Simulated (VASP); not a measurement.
# CdSe (P6_3mc) in VASP: further runs

The runs below take CdSe through single point, with PBE, r2SCAN.

All numbers are computed with VASP 6.6.1; they aren't measurements. Logs are shortened: lines on timing, memory, paths and dates and some standing lists are left out, and cuts for length are marked.

### 1 The cell of the first run

The structure is hexagonal, space group P6_3mc (No. 186). The conventional cell has a = 4.341 Å, b = 4.341 Å, c = 7.077 Å, α = 90.00°, β = 90.00°, γ = 120.00°. Cd (site symmetry 3m) has 4 Se at 2.66 Å within 3.5 Å. Within 3.5 Å of Se (site symmetry 3m) lie 4 Cd at 2.66 Å.

### 2 Single point, PBE

Contents of INCAR:

```
  ALGO = Normal
  EDIFF = 1E-6
  ENCUT = 520
  GGA = PE
  ISIF = 2
  ISMEAR = 0
  LASPH = T
  LCHARG = F
  LREAL = F
  LWAVE = F
  NBANDS = 26
  NELM = 60
  PREC = Accurate
  SIGMA = 0.01
```

Contents of KPOINTS:

```
k-points
0
Gamma
  6 6 4
```

Contents of POSCAR:

```
CdSe
1.0
    4.3407228519      0.0000000000      0.0000000000
   -2.1703614260      3.7591762606      0.0000000000
    0.0000000000      0.0000000000      7.0766559034
Cd Se
2 2
Direct
    0.6666666667      0.3333333333      0.4999534092
    0.3333333333      0.6666666667      0.9999534092
    0.6666666667      0.3333333333      0.8759065908
    0.3333333333      0.6666666667      0.3759065908
```

Potentials or basis: VASP PAW PBE potentials, release 64 (Cd, Se).

Launch:

```
$ cat potpaw_PBE.64/Cd/POTCAR potpaw_PBE.64/Se/POTCAR > POTCAR
$ mpirun -np 1 vasp_std > vasp.out
```

OUTCAR:

```text
EDIFF = 1E-6
   ENCUT = 520
   GGA = PE
   ISIF = 2
   ISMEAR = 0
   LASPH = T
   LREAL = F
   NELM = 60
   PREC = Accurate

 ion  position               nearest neighbor table
   1  0.667  0.333  0.500-   4 2.66   4 2.66   4 2.66   3 2.66
   2  0.333  0.667  1.000-   3 2.66   3 2.66   3 2.66   4 2.66
   3  0.667  0.333  0.876-   2 2.66   2 2.66   2 2.66   1 2.66
   4  0.333  0.667  0.376-   1 2.66   1 2.66   1 2.66   2 2.66

  LATTYP: Found a hexagonal cell.
 ALAT       =     4.3407228519
 C/A-ratio  =     1.6302943415

  Lattice vectors:

 A1 = (   4.3407228519,   0.0000000000,   0.0000000000)
 A2 = (  -2.1703614260,   3.7591762606,   0.0000000000)
 A3 = (   0.0000000000,   0.0000000000,   7.0766559034)

Analysis of symmetry for initial positions (statically):
=====================================================================
 Subroutine PRICEL returns:
 Original cell was already a primitive cell.

 Routine SETGRP: Setting up the symmetry group for a
 hexagonal supercell.

 Subroutine GETGRP returns: Found 12 space group operations
 (whereof  6 operations were pure point group operations)
 out of a pool of 24 trial point group operations.

The static configuration has the point symmetry C_3v.
 The point group associated with its full space group is C_6v.

Analysis of symmetry for dynamics (positions and initial velocities):
=====================================================================
 Subroutine PRICEL returns:
 Original cell was already a primitive cell.

 Routine SETGRP: Setting up the symmetry group for a
 hexagonal supercell.

 Subroutine GETGRP returns: Found 12 space group operations
 (whereof  6 operations were pure point group operations)
 out of a pool of 24 trial point group operations.

The dynamic configuration has the point symmetry C_3v.
 The point group associated with its full space group is C_6v.

 Subroutine INISYM returns: Found 12 space group operations
 (whereof  6 operations are pure point group operations),
 and found     1 'primitive' translations

----------------------------------------------------------------------------------------

                                     Primitive cell

  volume of cell :     115.4736
[... 83 lines left out ...]
   ISPIN  =      1    spin polarized calculation?
   LNONCOLLINEAR =      F non collinear calculations
   LSORBIT =      F    spin-orbit coupling
   LASPH  =      T    aspherical Exc in radial PAW
   ENCUT  =  520.0 eV  38.22 Ry    6.18 a.u.   8.07  8.07 13.16*2*pi/ulx,y,z
   NELM   =     60;   NELMIN=  2; NELMDL= -5     # of ELM steps
   EDIFF  = 0.1E-05   stopping-criterion for ELM
   LREAL  =      F    real-space projection
   EDIFFG = 0.1E-04   stopping-criterion for IOM
   NSW    =      0    number of steps for IOM
   IBRION =     -1    ionic relax: 0-MD 1-quasi-New 2-CG
   NFREE  =      0    steps in history (QN), initial steepest desc. (CG)
   ISIF   =      2    stress and relaxation
   ISYM   =      2    0-nonsym 1-usesym 2-fastsym
   POTIM  = 0.5000    time-step for ionic-motion
   TEBEG  =    0.0;   TEEND  =   0.0 temperature during run
   PSTRESS=    0.0 pullay stress
   NELECT =      36.0000    total number of electrons
   NUPDOWN=      -1.0000    fix difference up-down
   EMIN   =  10.00;   EMAX   =-10.00  energy-range for DOS
   EFERMI =   0.00;   METHOD = LEGACY
   ISMEAR =     0;   SIGMA  =   0.01  broadening in eV -4-tet -1-fermi 0-gaus
   EFERMI_NEDOS =   21; number of points for ismear=-14 and -15
   IALGO  =     38    algorithm
   IMIX   =      4    mixing-type and parameters
     AMIX     =   0.40;   BMIX     =  1.00
     AMIX_MAG =   1.60;   BMIX_MAG =  1.00
  volume/ion in A,a.u.               =      28.87       194.81
  Fermi-wavevector in a.u.,A,eV,Ry     =   1.110064  2.097717 16.765674  1.232242
  Thomas-Fermi vector in A             =   2.246611
   LORBIT       =      0    0 simple, 1 ext, 2 COOP (PROOUT), +10 PAW based schemes
   GGA     = PE    functional components
   LHFCALC =     F    Hartree Fock is set to
   AEXX    =    0.0000 exact exchange contribution
   IVDW    =     0    specifies the selected vdW correction
   LEPSILON=     F    determine dielectric tensor
   LRPA    =     F    only Hartree local field effects (RPA)
 non-spin polarized calculation
 Gauss-broadening in eV      SIGMA  =   0.01
  energy-cutoff  :      520.00
  volume of cell :      115.47
 maximum number of plane-waves:      3126
   NGX = 17   NGY = 17   NGZ = 27

 number of electron      36.0000001 magnetization

 Free energy of the ion-electron system (eV)
  ---------------------------------------------------
  ext. energy  EPLUGINS =         0.00000000
  ---------------------------------------------------
  free energy    TOTEN  =       -10.96908086 eV

  energy without entropy =      -10.96908086  energy(sigma->0) =      -10.96908086

 E-fermi :   0.8551     XC(G=0):  -8.7611

 val. band max:        0.7438818504   @ k =   0.0000   0.0000   0.0000
 cond. band min:       1.3530495422   @ k =   0.0000   0.0000   0.0000
 fundamental gap:      0.6091676917
 Fermi energy:         0.8550768491

 k-point     1 :       0.0000    0.0000    0.0000
  band No.  band energies     occupation
      1     -11.7127      2.00000
      2     -11.3574      2.00000
      3      -7.1010      2.00000
      4      -7.0951      2.00000
      5      -7.0951      2.00000
      6      -7.0320      2.00000
[... 598 lines left out ...]
     25       9.4529      0.00000
     26       9.4530      0.00000

------------------------ aborting loop because EDIFF is reached ----------------------------------------

  FORCE on cell =-STRESS in cart. coord.  units (eV):
  Direction    XX          YY          ZZ          XY          YZ          ZX
  --------------------------------------------------------------------------------------
  -------------------------------------------------------------------------------------
  Total        1.2404944      1.2404944      1.2713721     -0.0000000      0.0000000      0.0000000
  in kB       17.2116518     17.2116518     17.6400749     -0.0000000      0.0000000      0.0000000
  external PRESSURE =      17.3544595 kB  Pullay stress =       0.0000000 kB

 VOLUME and BASIS-vectors are now :
 -----------------------------------------------------------------------------
  energy-cutoff  :      520.00
  volume of cell :      115.47
      direct lattice vectors                 reciprocal lattice vectors
     4.340722852  0.000000000  0.000000000     0.230376376  0.133007863  0.000000000
    -2.170361426  3.759176261  0.000000000     0.000000000  0.266015725  0.000000000
     0.000000000  0.000000000  7.076655903     0.000000000  0.000000000  0.141309683

 POSITION                                       TOTAL-FORCE (eV/Angst)
 -----------------------------------------------------------------------------------
      2.17036      1.25306      3.53800         0.000000      0.000000      0.002577
     -0.00000      2.50612      7.07633         0.000000      0.000000      0.002577
      2.17036      1.25306      6.19849         0.000000      0.000000     -0.002577
     -0.00000      2.50612      2.66016        -0.000000     -0.000000     -0.002577
 -----------------------------------------------------------------------------------
    total drift:                               -0.000000     -0.000000     -0.000078

  FREE ENERGIE OF THE ION-ELECTRON SYSTEM (eV)
  ---------------------------------------------------
  free  energy   TOTEN  =       -10.9690808625 eV

  energy  without entropy=      -10.9690808625  energy(sigma->0) =      -10.96908086
```

It took 42 s on 1 thread of AMD EPYC 7R43 (Zen 3), shared host; peak memory 0.21 GiB.

What came out:

| Property | Result |
| --- | --- |
| Free energy | -10.9691 eV |
| Pressure | 1.7 GPa |
| Band gap on the k mesh | 0.61 eV, direct |

Forces in eV/Å, atoms in the order of the input:
```
Cd   0.000  0.000  0.003
Cd   0.000  0.000  0.003
Se   0.000  0.000 -0.003
Se   0.000  0.000 -0.003
```

Levels at points of the mesh, in eV from the valence-band top:
```
           k point  band 15  band 16  band 17  band 18  band 19  band 20  band 21  band 22
(0.00, 0.00, 0.00)    -0.73    -0.04     0.00     0.00     0.61     2.17     5.85     5.85
(0.50, 0.00, 0.00)    -2.55    -1.77    -1.27    -0.72     3.16     3.33     4.78     6.06
(0.00, 0.00, 0.50)    -0.38    -0.38    -0.38    -0.38     2.32     2.32     5.82     5.82
(0.50, 0.00, 0.50)    -1.30    -1.30    -1.29    -1.29     2.92     2.92     4.84     4.84
```

### 3 Single point, PBE

Contents of INCAR:

```
SYSTEM = CdSe
PREC = Accurate
ENCUT = 520
EDIFF = 1E-6
ISMEAR = 0
SIGMA = 0.01
LREAL = .FALSE.
LASPH = .TRUE.
NELM = 80
ALGO = Normal
ISIF = 2
LWAVE = .FALSE.
LCHARG = .FALSE.
GGA = PE
NBANDS = 26
```

Contents of KPOINTS:

```
Automatic mesh
0
G
  6 6 4
  0 0 0
```

POSCAR is that of step 2.

Potentials or basis: VASP PAW PBE potentials, release 64 (Cd, Se).

Launch:

```
$ cat potpaw_PBE.64/Cd/POTCAR potpaw_PBE.64/Se/POTCAR > POTCAR
$ mpirun -np 1 vasp_std > vasp.out
```

It took 44 s on 1 thread of AMD EPYC 7R43 (Zen 3), shared host; peak memory 0.21 GiB.

Results (log left out):

| Property | Result |
| --- | --- |
| Free energy | -10.9691 eV |
| Pressure | 1.7 GPa |
| Band gap on the k mesh | 0.61 eV, direct |

Forces on the atoms (eV/Å):
```
Cd   0.000  0.000  0.003
Cd   0.000  0.000  0.003
Se   0.000  0.000 -0.003
Se   0.000  0.000 -0.003
```

Levels at points of the mesh, in eV from the valence-band top:
```tsv
k point	band 16	band 17	band 18	band 19	band 20	band 21
(0.00, 0.00, 0.00)	-0.04	0.00	0.00	0.61	2.17	5.85
(0.50, 0.00, 0.00)	-1.77	-1.27	-0.72	3.16	3.33	4.78
(0.00, 0.00, 0.50)	-0.38	-0.38	-0.38	2.32	2.32	5.82
(0.50, 0.00, 0.50)	-1.30	-1.29	-1.29	2.92	2.92	4.84
```

### 4 Single point, r2SCAN

POSCAR is that of step 3.

Contents of INCAR.step1:

```
SYSTEM = CdSe
  ALGO = Normal
  EDIFF = 1E-4
  ENCUT = 520
  GGA = PE
  ISMEAR = 0
  LASPH = .TRUE.
  LCHARG = .FALSE.
  LREAL = .FALSE.
  LWAVE = .TRUE.
  NBANDS = 26
  NELM = 60
  PREC = Accurate
  SIGMA = 0.01
```

Contents of INCAR.step2:

```
SYSTEM = CdSe
  ALGO = Normal
  EDIFF = 1E-6
  ENCUT = 520
  ISIF = 2
  ISMEAR = 0
  ISTART = 1
  LASPH = .TRUE.
  LCHARG = .FALSE.
  LMIXTAU = .TRUE.
  LREAL = .FALSE.
  LWAVE = .FALSE.
  METAGGA = R2SCAN
  NBANDS = 26
  NELM = 60
  PREC = Accurate
  SIGMA = 0.01
```

Contents of KPOINTS:

```
k-points
0
G
  6 6 4
  0 0 0
```

Potentials or basis: VASP PAW PBE potentials, release 64 (Cd, Se).

Launch:

```
$ cat potpaw_PBE.64/Cd/POTCAR potpaw_PBE.64/Se/POTCAR > POTCAR
$ cp INCAR.step1 INCAR
$ mpirun -np 1 vasp_std > vasp.out
$ cp INCAR.step2 INCAR
$ mpirun -np 1 vasp_std > vasp.out
```

OUTCAR:

```text
SYSTEM = CdSe
   EDIFF = 1E-6
   ENCUT = 520
   ISIF = 2
   ISMEAR = 0
   ISTART = 1
   LASPH = .TRUE.
   LREAL = .FALSE.
   METAGGA = R2SCAN
   NELM = 60
   PREC = Accurate

 ion  position               nearest neighbor table
   1  0.667  0.333  0.500-   4 2.66   4 2.66   4 2.66   3 2.66
   2  0.333  0.667  1.000-   3 2.66   3 2.66   3 2.66   4 2.66
   3  0.667  0.333  0.876-   2 2.66   2 2.66   2 2.66   1 2.66
   4  0.333  0.667  0.376-   1 2.66   1 2.66   1 2.66   2 2.66

  LATTYP: Found a hexagonal cell.
 ALAT       =     4.3407228519
[... 803 lines left out ...]
  Direction    XX          YY          ZZ          XY          YZ          ZX
  --------------------------------------------------------------------------------------
  -------------------------------------------------------------------------------------
  Total        0.1738563      0.1738563      0.1791107     -0.0000000     -0.0000000      0.0000000
  in kB        2.4122266      2.4122266      2.4851305     -0.0000000     -0.0000000      0.0000000
  external PRESSURE =       2.4365279 kB  Pullay stress =       0.0000000 kB

 VOLUME and BASIS-vectors are now :
 -----------------------------------------------------------------------------
  energy-cutoff  :      520.00
  volume of cell :      115.47
      direct lattice vectors                 reciprocal lattice vectors
     4.340722852  0.000000000  0.000000000     0.230376376  0.133007863  0.000000000
    -2.170361426  3.759176261  0.000000000     0.000000000  0.266015725  0.000000000
     0.000000000  0.000000000  7.076655903     0.000000000  0.000000000  0.141309683

 POSITION                                       TOTAL-FORCE (eV/Angst)
 -----------------------------------------------------------------------------------
      2.17036      1.25306      3.53800        -0.000000      0.000000      0.000555
     -0.00000      2.50612      7.07633         0.000000     -0.000000      0.000555
      2.17036      1.25306      6.19849         0.000000     -0.000000     -0.000555
     -0.00000      2.50612      2.66016         0.000000     -0.000000     -0.000555
 -----------------------------------------------------------------------------------
    total drift:                               -0.000000      0.000000     -0.003208

  FREE ENERGIE OF THE ION-ELECTRON SYSTEM (eV)
  ---------------------------------------------------
  free  energy   TOTEN  =       -71.8298105972 eV

  energy  without entropy=      -71.8298105972  energy(sigma->0) =      -71.82981060
```

OUTCAR.step1:

```text
SYSTEM = CdSe
   EDIFF = 1E-4
   ENCUT = 520
   GGA = PE
   ISMEAR = 0
   LASPH = .TRUE.
   LREAL = .FALSE.
   NELM = 60
[... 832 lines left out ...]
     -0.00000      2.50612      7.07633         0.000000     -0.000000      0.002607
      2.17036      1.25306      6.19849         0.000000      0.000000     -0.002607
     -0.00000      2.50612      2.66016        -0.000000      0.000000     -0.002607
 -----------------------------------------------------------------------------------
    total drift:                               -0.000000     -0.000000      0.000273

  FREE ENERGIE OF THE ION-ELECTRON SYSTEM (eV)
  ---------------------------------------------------
  free  energy   TOTEN  =       -10.9690860389 eV

  energy  without entropy=      -10.9690860389  energy(sigma->0) =      -10.96908604
```

OSZICAR.step1:

```text
N       E                     dE             d eps       ncg     rms          rms(c)
DAV:   1     0.242214588675E+03    0.24221E+03   -0.17096E+04  1092   0.124E+03
DAV:   2     0.109755048297E+01   -0.24112E+03   -0.23339E+03  1212   0.308E+02
DAV:   3    -0.116285179201E+02   -0.12726E+02   -0.12664E+02  1324   0.708E+01
DAV:   4    -0.117281237691E+02   -0.99606E-01   -0.99535E-01  1206   0.602E+00
DAV:   5    -0.117287509153E+02   -0.62715E-03   -0.62712E-03  1224   0.455E-01    0.834E+00
DAV:   6    -0.110024013523E+02    0.72635E+00   -0.12471E+00  1304   0.107E+01    0.663E+00
DAV:   7    -0.109694604529E+02    0.32941E-01   -0.50517E-01  1150   0.359E+00    0.259E+00
DAV:   8    -0.109687239379E+02    0.73651E-03   -0.48983E-02  1144   0.220E+00    0.375E-01
DAV:   9    -0.109688282119E+02   -0.10427E-03   -0.67178E-03  1180   0.926E-01    0.977E-02
DAV:  10    -0.109689908063E+02   -0.16259E-03   -0.77750E-04  1158   0.298E-01    0.710E-02
DAV:  11    -0.109690860389E+02   -0.95233E-04   -0.22131E-04   958   0.843E-02
   1 F= -.10969086E+02 E0= -.10969086E+02  d E =-.115648E-57
```

Run time: 2.7 min. Hardware: 1 thread of AMD EPYC 7R43 (Zen 3), shared host; peak memory 0.23 GiB.

What came out:

```
Free energy            : -71.8298 eV
Pressure               : 0.2 GPa
Band gap on the k mesh : 1.09 eV, direct
```

Levels at points of the mesh, in eV from the valence-band top:
```tsv
k point	band 16	band 17	band 18	band 19	band 20	band 21
(0.00, 0.00, 0.00)	-0.04	0.00	0.00	1.09	2.64	6.38
(0.50, 0.00, 0.00)	-1.80	-1.28	-0.73	3.63	3.71	5.09
(0.00, 0.00, 0.50)	-0.38	-0.38	-0.38	2.78	2.78	6.27
(0.50, 0.00, 0.50)	-1.31	-1.31	-1.31	3.33	3.33	5.27
```

Caveat: the PAW data sets were made with another functional, which shifts forces and pressure a little. r2SCAN opens gaps a little over a GGA but as a rule still falls short of measured ones.

### 5 Single point, PBE

Contents of INCAR:

```
PREC = Accurate
ENCUT = 520
EDIFF = 1E-6
ISMEAR = 0
SIGMA = 0.01
LREAL = F
LASPH = T
NELM = 80
ALGO = Normal
ISIF = 2
LWAVE = F
LCHARG = T
GGA = PE
LELF = T
LVHAR = T
NBANDS = 26
```

Contents of KPOINTS:

```
Automatic mesh
0
Gamma
  12 12 4
```

POSCAR is that of step 4.

Launch:

```
$ cat potpaw_PBE.64/Cd/POTCAR potpaw_PBE.64/Se/POTCAR > POTCAR
$ mpirun -np 1 vasp_std > vasp.out
```

Run time: 1.8 min. Hardware: 1 thread of AMD EPYC 7R43 (Zen 3), shared host; peak memory 0.28 GiB.

Results (log left out):

```yaml
Free_energy: -10.9736 eV
Pressure: 1.7 GPa
Band_gap_on_the_k_mesh: 0.61 eV, direct
```

Levels at points of the mesh, in eV from the valence-band top:
| k point | band 14 | band 15 | band 16 | band 17 | band 18 | band 19 | band 20 | band 21 | band 22 | band 23 |
| --- | --- | --- | --- | --- | --- | --- | --- | --- | --- | --- |
| (0.00, 0.00, 0.00) | -0.73 | -0.73 | -0.04 | 0.00 | 0.00 | 0.61 | 2.17 | 5.86 | 5.86 | 6.15 |
| (0.50, 0.00, 0.00) | -3.54 | -2.55 | -1.77 | -1.27 | -0.72 | 3.16 | 3.33 | 4.78 | 6.06 | 6.45 |
| (0.00, 0.00, 0.50) | -2.60 | -0.38 | -0.38 | -0.38 | -0.38 | 2.32 | 2.32 | 5.82 | 5.82 | 6.25 |
| (0.50, 0.00, 0.50) | -4.08 | -1.30 | -1.30 | -1.29 | -1.29 | 2.92 | 2.92 | 4.84 | 4.84 | 7.66 |

### 6 The runs side by side

| level | k mesh | gap on the mesh (eV) | pressure (GPa) |
| --- | --- | --- | --- |
| PBE | 6 × 6 × 4 | 0.61 | 1.7 |
| r2SCAN | 6 × 6 × 4 | 1.09 | 0.2 |
| PBE | 12 × 12 × 4 | 0.61 | 1.7 |

Alike in all rows: task single point; potentials or basis VASP PAW PBE potentials, release 64 (Cd, Se); no spin polarisation; cell as given; cutoff (eV) 520; smearing gaussian 0.01 eV.

On the cell as given the gap runs from 0.61 eV (PBE) to 1.09 eV (r2SCAN); the meshes differ, which moves gaps too. The pressure there spans 0.2 GPa (r2SCAN) to 1.7 GPa (PBE); a positive pressure means that this level wants a larger cell, a negative one a smaller.

Caveats: the PAW data sets were made with another functional, which shifts forces and pressure a little (some runs).

Total energies depend on the potentials used, so only differences within one code and one set of settings carry meaning.
